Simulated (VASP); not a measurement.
# Al (Pm-3m) in VASP: single point with LDA

Aim: the single point of Al with LDA.

Everything below comes from runs of VASP 6.6.1. Logs are shortened: lines on timing, memory, paths and dates and some standing lists are left out, and cuts for length are marked.

## Step 1: The cell of the first run

It takes space group Pm-3m (No. 221, cubic). Conventional cell: a = 2.526 Å, b = 2.526 Å, c = 2.526 Å, α = 90.00°, β = 90.00°, γ = 90.00°. Al (site symmetry m-3m) has 6 Al at 2.53 Å within 3.3 Å.

## Step 2: Single point, LDA

File INCAR:

```
SYSTEM = Al
PREC = Accurate
ENCUT = 520
EDIFF = 1E-6
ISMEAR = 1
SIGMA = 0.2
LREAL = .FALSE.
LASPH = .TRUE.
NELM = 80
ALGO = Fast
ISIF = 2
LWAVE = .FALSE.
LCHARG = .TRUE.
LELF = .TRUE.
LVHAR = .TRUE.
NBANDS = 8
```

File KPOINTS:

```
regular mesh
0
G
  24 24 24
  0 0 0
```

File POSCAR:

```
Al
1.0
   -0.8419674075      1.6839348149      1.6839348149
    1.6839348149     -0.8419674075      1.6839348149
    1.6839348149      1.6839348149     -0.8419674075
Al
1
Direct
    0.0000000000      0.0000000000      0.0000000000
```

Potentials or basis: VASP PAW LDA potentials, release 64 (Al).

Command:

```sh
$ cat potpaw_LDA.64/Al/POTCAR > POTCAR
$ mpirun -np 1 vasp_std > vasp.out
```

OUTCAR:

```text
SYSTEM = Al
   PREC = Accurate
   ENCUT = 520
   EDIFF = 1E-6
   ISMEAR = 1
   LREAL = .FALSE.
   LASPH = .TRUE.
   NELM = 80
   ISIF = 2

 ion  position               nearest neighbor table
   1  0.000  0.000  0.000-

  LATTYP: Found a simple cubic cell.
 ALAT       =     2.5259022224

  Lattice vectors:

 A1 = (  -0.8419674075,   1.6839348149,   1.6839348149)
 A2 = (   1.6839348149,  -0.8419674075,   1.6839348149)
 A3 = (   1.6839348149,   1.6839348149,  -0.8419674075)

Analysis of symmetry for initial positions (statically):
=====================================================================
 Subroutine PRICEL returns:
 Original cell was already a primitive cell.

 Routine SETGRP: Setting up the symmetry group for a
 simple cubic supercell.

 Subroutine GETGRP returns: Found 48 space group operations
 (whereof 48 operations were pure point group operations)
 out of a pool of 48 trial point group operations.

The static configuration has the point symmetry O_h .

Analysis of symmetry for dynamics (positions and initial velocities):
=====================================================================
 Subroutine PRICEL returns:
 Original cell was already a primitive cell.

 Routine SETGRP: Setting up the symmetry group for a
 simple cubic supercell.

 Subroutine GETGRP returns: Found 48 space group operations
 (whereof 48 operations were pure point group operations)
 out of a pool of 48 trial point group operations.

The dynamic configuration has the point symmetry O_h .

 Subroutine INISYM returns: Found 48 space group operations
 (whereof 48 operations are pure point group operations),
 and found     1 'primitive' translations

----------------------------------------------------------------------------------------

                                     Primitive cell

  volume of cell :      16.1157

  direct lattice vectors                    reciprocal lattice vectors
    -0.841967407  1.683934815  1.683934815    -0.131966048  0.263932096  0.263932096
     1.683934815 -0.841967407  1.683934815     0.263932096 -0.131966048  0.263932096
     1.683934815  1.683934815 -0.841967407     0.263932096  0.263932096 -0.131966048

  length of vectors
     2.525902222  2.525902222  2.525902222     0.395898143  0.395898143  0.395898143

  position of ions in fractional coordinates (direct lattice)
     0.000000000  0.000000000  0.000000000

[... 77 lines left out ...]
   EDIFFG = 0.1E-04   stopping-criterion for IOM
   NSW    =      0    number of steps for IOM
   IBRION =     -1    ionic relax: 0-MD 1-quasi-New 2-CG
   NFREE  =      0    steps in history (QN), initial steepest desc. (CG)
   ISIF   =      2    stress and relaxation
   ISYM   =      2    0-nonsym 1-usesym 2-fastsym
   POTIM  = 0.5000    time-step for ionic-motion
   TEBEG  =    0.0;   TEEND  =   0.0 temperature during run
   PSTRESS=    0.0 pullay stress
   NELECT =       3.0000    total number of electrons
   NUPDOWN=      -1.0000    fix difference up-down
   EMIN   =  10.00;   EMAX   =-10.00  energy-range for DOS
   EFERMI =   0.00;   METHOD = LEGACY
   ISMEAR =     1;   SIGMA  =   0.20  broadening in eV -4-tet -1-fermi 0-gaus
   EFERMI_NEDOS =   21; number of points for ismear=-14 and -15
   IALGO  =     68    algorithm
   IMIX   =      4    mixing-type and parameters
     AMIX     =   0.40;   BMIX     =  1.00
     AMIX_MAG =   1.60;   BMIX_MAG =  1.00
  volume/ion in A,a.u.               =      16.12       108.75
  Fermi-wavevector in a.u.,A,eV,Ry     =   0.934757  1.766435 11.888371  0.873771
  Thomas-Fermi vector in A             =   2.061595
   LORBIT       =      0    0 simple, 1 ext, 2 COOP (PROOUT), +10 PAW based schemes
   GGA     = CA    functional components
   LHFCALC =     F    Hartree Fock is set to
   AEXX    =    0.0000 exact exchange contribution
   IVDW    =     0    specifies the selected vdW correction
   LEPSILON=     F    determine dielectric tensor
   LRPA    =     F    only Hartree local field effects (RPA)
 non-spin polarized calculation
 RMM-DIIS sequential band-by-band and
 Methfessel and Paxton  Order N= 1 SIGMA  =   0.20
  energy-cutoff  :      520.00
  volume of cell :       16.12
 maximum number of plane-waves:       461
 NGX is ok and might be reduce to    20
   NGX =  9   NGY =  9   NGZ =  9

 number of electron       3.0000000 magnetization

 Free energy of the ion-electron system (eV)
  ---------------------------------------------------
  ext. energy  EPLUGINS =         0.00000000
  ---------------------------------------------------
  free energy    TOTEN  =        -3.66218385 eV

  energy without entropy =       -3.66227334  energy(sigma->0) =       -3.66221368

 E-fermi :   7.5746     XC(G=0): -10.3699

 val. band max:        7.5741606767   @ k =   0.5000   0.4167   0.2917
 cond. band min:       7.5859709119   @ k =   0.3750   0.3750   0.0000
 fundamental gap:      0.0118102352
 Fermi energy:         7.5746362341

 k-point     1 :       0.0000    0.0000    0.0000
  band No.  band energies     occupation
      1      -3.3163      2.00000
      2      16.1254      0.00000
      3      16.1254      0.00000
      4      18.4134      0.00000
      5      18.4134      0.00000
      6      18.4134      0.00000
      7      25.8960      0.00000
      8      34.6109      0.00000
[... 243 lines left out ...]
 k-point    24 :       0.4583    0.0417    0.0000
  band No.  band energies     occupation
      1       1.4232      2.00000
      2       3.3460      2.00000
      3      18.6994      0.00000
      4      22.1310      0.00000
      5      22.3375      0.00000
      6      23.4856      0.00000
      7      23.9509      0.00000
      8      26.3260      0.00000

 [... further k-points ...]

------------------------ aborting loop because EDIFF is reached ----------------------------------------

  FORCE on cell =-STRESS in cart. coord.  units (eV):
  Direction    XX          YY          ZZ          XY          YZ          ZX
  --------------------------------------------------------------------------------------
  -------------------------------------------------------------------------------------
  Total        1.6759088      1.6759088      1.6759088     -0.0000000     -0.0000000     -0.0000000
  in kB      166.6139508    166.6139508    166.6139508     -0.0000000     -0.0000000     -0.0000000
  external PRESSURE =     166.6139508 kB  Pullay stress =       0.0000000 kB

 VOLUME and BASIS-vectors are now :
 -----------------------------------------------------------------------------
  energy-cutoff  :      520.00
  volume of cell :       16.12
      direct lattice vectors                 reciprocal lattice vectors
    -0.841967407  1.683934815  1.683934815    -0.131966048  0.263932096  0.263932096
     1.683934815 -0.841967407  1.683934815     0.263932096 -0.131966048  0.263932096
     1.683934815  1.683934815 -0.841967407     0.263932096  0.263932096 -0.131966048

 POSITION                                       TOTAL-FORCE (eV/Angst)
 -----------------------------------------------------------------------------------
      0.00000      0.00000      0.00000         0.000000     -0.000000     -0.000000
 -----------------------------------------------------------------------------------
    total drift:                                0.000000      0.000000     -0.000000

  FREE ENERGIE OF THE ION-ELECTRON SYSTEM (eV)
  ---------------------------------------------------
  free  energy   TOTEN  =        -3.6621838517 eV

  energy  without entropy=       -3.6622733428  energy(sigma->0) =       -3.66221368
```

stdout:

```text
POSCAR found type information on POSCAR Al
 POSCAR found :  1 types and       1 ions
 scaLAPACK will be used
 LDA part: xc-table for (Slater(with rela. corr.)+CA(PZ))
 , standard interpolation
 POSCAR, INCAR and KPOINTS ok, starting setup
 FFT: planning ... GRIDC
 FFT: planning ... GRID_SOFT
 FFT: planning ... GRID
 WAVECAR not read
 entering main loop
```

It took 21 s on 1 thread of Intel Xeon Platinum 8375C at 2.90GHz (Ice Lake), shared host; peak memory 0.15 GiB.

What came out:

```yaml
Free_energy: -3.6622 eV
Pressure: 16.7 GPa
```

Levels at points of the mesh, in eV from the Fermi level:
```csv
k point,band 1,band 2,band 3,band 4,band 5,band 6
"(0.00, 0.00, 0.00)",-10.89,8.55,8.55,10.84,10.84,10.84
"(0.50, 0.00, 0.00)",-5.56,-4.96,11.54,15.31,15.31,15.71
"(0.50, 0.50, 0.00)",-0.62,-0.62,0.53,1.75,18.74,18.74
"(0.50, 0.50, 0.50)",3.62,3.62,3.62,5.71,5.71,5.71
```
